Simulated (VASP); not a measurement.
# Tl (Im-3m) in VASP: a series of runs

Tl is run at these levels: PBE; tasks: single point.

Everything below comes from runs of VASP 6.6.1. Logs are shortened: lines on timing, memory, paths and dates and some standing lists are left out, and cuts for length are marked.

### 1 The cell of the first run

It takes space group Im-3m (No. 229, cubic). The conventional cell has a = 3.885 Å, b = 3.885 Å, c = 3.885 Å, α = 90.00°, β = 90.00°, γ = 90.00°. Within 4.4 Å of Tl (site symmetry m-3m) lie 14 Tl at 3.36 to 3.89 Å.

This isn't the form of Tl at room conditions, which is hcp.

### 2 Single point, PBE (29.33 Å³/atom)

INCAR

```
SYSTEM = Tl
PREC = Accurate
ENCUT = 520
EDIFF = 1E-6
ISMEAR = 0
SIGMA = 0.05
LREAL = .False.
LASPH = .True.
NELM = 80
ALGO = Fast
ISIF = 2
LWAVE = .False.
LCHARG = .True.
GGA = PE
LELF = .True.
LVHAR = .True.
NBANDS = 12
```

KPOINTS

```
regular mesh
0
Gamma
  8 8 8
  0 0 0
```

POSCAR

```
Tl
1.0
   -1.9426495839      1.9426495839      1.9426495839
    1.9426495839     -1.9426495839      1.9426495839
    1.9426495839      1.9426495839     -1.9426495839
Tl
1
Direct
    0.0000000000      0.0000000000      0.0000000000
```

Potentials or basis: VASP PAW PBE potentials, release 64 (Tl_d).

On the command line:

```bash
$ cat potpaw_PBE.64/Tl_d/POTCAR > POTCAR
$ mpirun -np 1 vasp_std > vasp.out
```

OUTCAR:

```text
SYSTEM = Tl
   PREC = Accurate
   ENCUT = 520
   EDIFF = 1E-6
   ISMEAR = 0
   LREAL = .False.
   LASPH = .True.
   NELM = 80
   ISIF = 2
   GGA = PE

 ion  position               nearest neighbor table
   1  0.000  0.000  0.000-

  LATTYP: Found a body centered cubic cell.
 ALAT       =     3.8852991678

  Lattice vectors:

 A1 = (  -1.9426495839,   1.9426495839,   1.9426495839)
 A2 = (   1.9426495839,  -1.9426495839,   1.9426495839)
 A3 = (   1.9426495839,   1.9426495839,  -1.9426495839)

Analysis of symmetry for initial positions (statically):
=====================================================================
 Subroutine PRICEL returns:
 Original cell was already a primitive cell.

 Routine SETGRP: Setting up the symmetry group for a
 body centered cubic supercell.

 Subroutine GETGRP returns: Found 48 space group operations
 (whereof 48 operations were pure point group operations)
 out of a pool of 48 trial point group operations.

The static configuration has the point symmetry O_h .

Analysis of symmetry for dynamics (positions and initial velocities):
=====================================================================
 Subroutine PRICEL returns:
 Original cell was already a primitive cell.

 Routine SETGRP: Setting up the symmetry group for a
 body centered cubic supercell.

 Subroutine GETGRP returns: Found 48 space group operations
 (whereof 48 operations were pure point group operations)
 out of a pool of 48 trial point group operations.

The dynamic configuration has the point symmetry O_h .

 Subroutine INISYM returns: Found 48 space group operations
 (whereof 48 operations are pure point group operations),
 and found     1 'primitive' translations

----------------------------------------------------------------------------------------

                                     Primitive cell

  volume of cell :      29.3254

  direct lattice vectors                    reciprocal lattice vectors
    -1.942649584  1.942649584  1.942649584     0.000000000  0.257380438  0.257380438
     1.942649584 -1.942649584  1.942649584     0.257380438  0.000000000  0.257380438
     1.942649584  1.942649584 -1.942649584     0.257380438  0.257380438  0.000000000

  length of vectors
     3.364767781  3.364767781  3.364767781     0.363990906  0.363990906  0.363990906

  position of ions in fractional coordinates (direct lattice)
     0.000000000  0.000000000  0.000000000

  ion indices of the primitive-cell ions
   primitive index   ion index
                 1           1

----------------------------------------------------------------------------------------

 KPOINTS: regular mesh

Automatic generation of k-mesh.
 Grid dimensions read from file:
 generate k-points for:    8    8    8

 Generating k-lattice:

  Cartesian coordinates                     Fractional coordinates (reciprocal lattice)
     0.000000000  0.032172555  0.032172555     0.125000000  0.000000000  0.000000000
     0.032172555  0.000000000  0.032172555     0.000000000  0.125000000  0.000000000
     0.032172555  0.032172555  0.000000000     0.000000000  0.000000000  0.125000000

  Length of vectors
     0.045498863  0.045498863  0.045498863

  Shift w.r.t. Gamma in fractional coordinates (k-lattice)
     0.000000000  0.000000000  0.000000000

 Subroutine IBZKPT returns following result:
 ===========================================

 Found     29 irreducible k-points:

 Following reciprocal coordinates:
            Coordinates               Weight
  0.000000  0.000000  0.000000      1.000000
  0.125000  0.000000  0.000000     12.000000
  0.250000  0.000000  0.000000     12.000000
  0.375000  0.000000  0.000000     12.000000
  0.500000  0.000000  0.000000      6.000000
  0.125000  0.125000  0.000000     24.000000
[... 16 lines left out ...]
 -0.250000  0.250000  0.250000      6.000000
 -0.375000  0.375000  0.250000     24.000000
 [... further k-points ...]
   k-points           NKPTS =     29   k-points in BZ     NKDIM =     29   number of bands    NBANDS=     12
   number of dos      NEDOS =    301   number of ions     NIONS =      1
   total plane-waves  NPLWV =  21952
   dimension x,y,z NGX =    28 NGY =   28 NGZ =   28
   dimension x,y,z NGXF=    56 NGYF=   56 NGZF=   56
   ions per type =               1
   NGX,Y,Z   is equivalent  to a cutoff of  13.83, 13.83, 13.83 a.u.
   NGXF,Y,Z  is equivalent  to a cutoff of  27.67, 27.67, 27.67 a.u.
 SYSTEM =  Tl
   PREC   = accura    normal or accurate (medium, high low for compatibility)
   ISTART =      0    job   : 0-new  1-cont  2-samecut
   ICHARG =      2    charge: 1-file 2-atom 10-const
   ISPIN  =      1    spin polarized calculation?
   LNONCOLLINEAR =      F non collinear calculations
   LSORBIT =      F    spin-orbit coupling
   LASPH  =      T    aspherical Exc in radial PAW
   ENCUT  =  520.0 eV  38.22 Ry    6.18 a.u.   6.26  6.26  6.26*2*pi/ulx,y,z
   NELM   =     80;   NELMIN=  2; NELMDL= -5     # of ELM steps
   EDIFF  = 0.1E-05   stopping-criterion for ELM
   LREAL  =      F    real-space projection
   EDIFFG = 0.1E-04   stopping-criterion for IOM
   NSW    =      0    number of steps for IOM
   IBRION =     -1    ionic relax: 0-MD 1-quasi-New 2-CG
   NFREE  =      0    steps in history (QN), initial steepest desc. (CG)
   ISIF   =      2    stress and relaxation
   ISYM   =      2    0-nonsym 1-usesym 2-fastsym
   POTIM  = 0.5000    time-step for ionic-motion
   TEBEG  =    0.0;   TEEND  =   0.0 temperature during run
   PSTRESS=    0.0 pullay stress
   NELECT =      13.0000    total number of electrons
   NUPDOWN=      -1.0000    fix difference up-down
   EMIN   =  10.00;   EMAX   =-10.00  energy-range for DOS
   EFERMI =   0.00;   METHOD = LEGACY
   ISMEAR =     0;   SIGMA  =   0.05  broadening in eV -4-tet -1-fermi 0-gaus
   EFERMI_NEDOS =   21; number of points for ismear=-14 and -15
   IALGO  =     68    algorithm
   IMIX   =      4    mixing-type and parameters
     AMIX     =   0.40;   BMIX     =  1.00
     AMIX_MAG =   1.60;   BMIX_MAG =  1.00
  volume/ion in A,a.u.               =      29.33       197.90
  Fermi-wavevector in a.u.,A,eV,Ry     =   1.248269  2.358886 21.200261  1.558175
  Thomas-Fermi vector in A             =   2.382363
   LORBIT       =      0    0 simple, 1 ext, 2 COOP (PROOUT), +10 PAW based schemes
   GGA     = PE    functional components
   LHFCALC =     F    Hartree Fock is set to
   AEXX    =    0.0000 exact exchange contribution
   IVDW    =     0    specifies the selected vdW correction
   LEPSILON=     F    determine dielectric tensor
   LRPA    =     F    only Hartree local field effects (RPA)
 non-spin polarized calculation
 RMM-DIIS sequential band-by-band and
 Gauss-broadening in eV      SIGMA  =   0.05
  energy-cutoff  :      520.00
  volume of cell :       29.33
 maximum number of plane-waves:       802
 NGX is ok and might be reduce to    28
   NGX = 13   NGY = 13   NGZ = 13

 number of electron      13.0000002 magnetization

 Free energy of the ion-electron system (eV)
  ---------------------------------------------------
  ext. energy  EPLUGINS =         0.00000000
  ---------------------------------------------------
  free energy    TOTEN  =        -2.18737028 eV

  energy without entropy =       -2.18482084  energy(sigma->0) =       -2.18609556

 E-fermi :   6.3214     XC(G=0): -10.0659

 val. band max:        6.2312395986   @ k =   0.2500   0.2500   0.0000
 cond. band min:       6.3274936406   @ k =  -0.3750   0.3750   0.1250
 fundamental gap:      0.0962540420
 Fermi energy:         6.3213616574

 k-point     1 :       0.0000    0.0000    0.0000
  band No.  band energies     occupation
      1      -5.3236      2.00000
      2      -5.3236      2.00000
      3      -5.3236      2.00000
      4      -4.9175      2.00000
      5      -4.9175      2.00000
      6      -3.5569      2.00000
      7      16.8908      0.00000
      8      16.8908      0.00000
      9      16.8908      0.00000
     10      18.6012      0.00000
     11      18.6012      0.00000
     12      18.6012      0.00000

 k-point     2 :       0.1250    0.0000    0.0000
  band No.  band energies     occupation
      1      -5.3491      2.00000
      2      -5.3091      2.00000
      3      -5.2318      2.00000
      4      -4.9440      2.00000
      5      -4.9179      2.00000
      6      -3.2065      2.00000
      7      13.9608      0.00000
      8      15.7796      0.00000
      9      16.1630      0.00000
     10      17.6956      0.00000
     11      18.3201      0.00000
     12      18.6779      0.00000

 k-point     3 :       0.2500    0.0000    0.0000
  band No.  band energies     occupation
      1      -5.4102      2.00000
      2      -5.3312      2.00000
      3      -5.0010      2.00000
      4      -4.9757      2.00000
      5      -4.9180      2.00000
      6      -2.1258      2.00000
      7       9.7486      0.00000
      8      13.9406      0.00000
      9      14.7743      0.00000
     10      16.8414      0.00000
     11      17.8631      0.00000
     12      19.7106      0.00000
[... 286 lines left out ...]
 k-point    23 :      -0.2500    0.2500    0.2500
  band No.  band energies     occupation
      1      -5.2121      2.00000
      2      -5.1067      2.00000
      3      -5.1067      2.00000
      4      -5.0629      2.00000
      5      -5.0219      2.00000
      6      -0.7531      2.00000
      7       9.9864      0.00000
      8      11.1484      0.00000
      9      11.1484      0.00000
     10      14.3088      0.00000
     11      21.6223      0.00000
     12      21.8052      0.00000

 k-point    24 :      -0.3750    0.3750    0.2500
  band No.  band energies     occupation
      1      -5.3204      2.00000
      2      -5.1904      2.00000
      3      -5.1122      2.00000
      4      -4.9871      2.00000
      5      -4.7954      2.00000
      6       0.8921      2.00000
      7       7.2400      0.00000
      8       9.9087      0.00000
      9      10.8629      0.00000
     10      14.5564      0.00000
     11      18.9802      0.00000
     12      21.5095      0.00000

 [... further k-points ...]
[... 5 lines left out ...]
  --------------------------------------------------------------------------------------
  -------------------------------------------------------------------------------------
  Total        0.4400036      0.4400036      0.4400036     -0.0000000     -0.0000000      0.0000000
  in kB       24.0393864     24.0393864     24.0393864     -0.0000000     -0.0000000      0.0000000
  external PRESSURE =      24.0393864 kB  Pullay stress =       0.0000000 kB

 VOLUME and BASIS-vectors are now :
 -----------------------------------------------------------------------------
  energy-cutoff  :      520.00
  volume of cell :       29.33
      direct lattice vectors                 reciprocal lattice vectors
    -1.942649584  1.942649584  1.942649584     0.000000000  0.257380438  0.257380438
     1.942649584 -1.942649584  1.942649584     0.257380438  0.000000000  0.257380438
     1.942649584  1.942649584 -1.942649584     0.257380438  0.257380438  0.000000000

 POSITION                                       TOTAL-FORCE (eV/Angst)
 -----------------------------------------------------------------------------------
      0.00000      0.00000      0.00000        -0.000000      0.000000     -0.000000
 -----------------------------------------------------------------------------------
    total drift:                               -0.000000     -0.000000     -0.000000

  FREE ENERGIE OF THE ION-ELECTRON SYSTEM (eV)
  ---------------------------------------------------
  free  energy   TOTEN  =        -2.1873702771 eV

  energy  without entropy=       -2.1848208350  energy(sigma->0) =       -2.18609556
```

It took 15 s on 1 thread of Intel Xeon 8259CL, shared host; peak memory 0.15 GiB.

What came out:

```yaml
Free_energy: -2.1874 eV
Pressure: 2.4 GPa
Band_gap_on_the_k_mesh: zero (an odd number of electrons rules out a gap without spin polarisation)
```

Caveat: spin-orbit coupling is left out, which moves the levels of the heavy elements.

### 3 Single point, PBE

This run uses another cell than the first one, of 28.68 Å³/atom.

INCAR

```
SYSTEM = Tl
PREC = Accurate
ENCUT = 520
EDIFF = 1E-6
ISMEAR = 0
SIGMA = 0.05
LREAL = .FALSE.
LASPH = .TRUE.
NELM = 100
ALGO = Normal
ISIF = 2
LWAVE = .FALSE.
LCHARG = .TRUE.
GGA = PE
LELF = .TRUE.
LVHAR = .TRUE.
NBANDS = 12
```

KPOINTS

```
regular mesh
0
G
  8 8 8
  0 0 0
```

POSCAR

```
Tl
1.0
   -1.9282908796      1.9282908796      1.9282908796
    1.9282908796     -1.9282908796      1.9282908796
    1.9282908796      1.9282908796     -1.9282908796
Tl
1
Direct
    0.0000000000      0.0000000000      0.0000000000
```

Potentials or basis: VASP PAW PBE potentials, release 64 (Tl_d).

On the command line:

```bash
$ cat potpaw_PBE.64/Tl_d/POTCAR > POTCAR
$ mpirun -np 1 vasp_std > vasp.out
```

OUTCAR:

```text
SYSTEM = Tl
   PREC = Accurate
   ENCUT = 520
   EDIFF = 1E-6
   ISMEAR = 0
   LREAL = .FALSE.
   LASPH = .TRUE.
   NELM = 100
   ISIF = 2
   GGA = PE

 ion  position               nearest neighbor table
   1  0.000  0.000  0.000-

  LATTYP: Found a body centered cubic cell.
 ALAT       =     3.8565817592

  Lattice vectors:

 A1 = (  -1.9282908796,   1.9282908796,   1.9282908796)
 A2 = (   1.9282908796,  -1.9282908796,   1.9282908796)
 A3 = (   1.9282908796,   1.9282908796,  -1.9282908796)

[... 530 lines left out ...]
      4      -4.7704      2.00000
      5      -4.5665      2.00000
      6       1.0885      2.00000
      7       7.5022      0.00000
      8      10.1941      0.00000
      9      11.1930      0.00000
     10      14.8765      0.00000
     11      19.3619      0.00000
     12      21.9458      0.00000

 [... further k-points ...]
[... 5 lines left out ...]
  --------------------------------------------------------------------------------------
  -------------------------------------------------------------------------------------
  Total        0.5921401      0.5921401      0.5921401      0.0000000      0.0000000     -0.0000000
  in kB       33.0793861     33.0793861     33.0793861      0.0000000      0.0000000     -0.0000000
  external PRESSURE =      33.0793861 kB  Pullay stress =       0.0000000 kB

 VOLUME and BASIS-vectors are now :
 -----------------------------------------------------------------------------
  energy-cutoff  :      520.00
  volume of cell :       28.68
      direct lattice vectors                 reciprocal lattice vectors
    -1.928290880  1.928290880  1.928290880     0.000000000  0.259296979  0.259296979
     1.928290880 -1.928290880  1.928290880     0.259296979  0.000000000  0.259296979
     1.928290880  1.928290880 -1.928290880     0.259296979  0.259296979  0.000000000

 POSITION                                       TOTAL-FORCE (eV/Angst)
 -----------------------------------------------------------------------------------
      0.00000      0.00000      0.00000        -0.000000      0.000000     -0.000000
 -----------------------------------------------------------------------------------
    total drift:                               -0.000000     -0.000000     -0.000000

  FREE ENERGIE OF THE ION-ELECTRON SYSTEM (eV)
  ---------------------------------------------------
  free  energy   TOTEN  =        -2.1755971444 eV

  energy  without entropy=       -2.1730482589  energy(sigma->0) =       -2.17432270
```

stdout:

```text
POSCAR found type information on POSCAR Tl
 POSCAR found :  1 types and       1 ions
 scaLAPACK will be used
 LDA part: xc-table for (Slater+PW92), standard interpolation
 POSCAR, INCAR and KPOINTS ok, starting setup
 FFT: planning ... GRIDC
 FFT: planning ... GRID_SOFT
 FFT: planning ... GRID
 WAVECAR not read
 entering main loop
```

Wall time 14 s (1 thread of Intel Xeon Platinum 8259CL at 2.50GHz (Skylake/Cascade Lake), shared host); peak memory 0.16 GiB.

Results:

* Free energy: -2.1756 eV
* Pressure: 3.3 GPa
* Band gap on the k mesh: zero (an odd number of electrons rules out a gap without spin polarisation)

Caveat: the cell stands under pressure; spin-orbit coupling is left out, which moves the levels of the heavy elements.

(Part 1 of 2 ends here.)
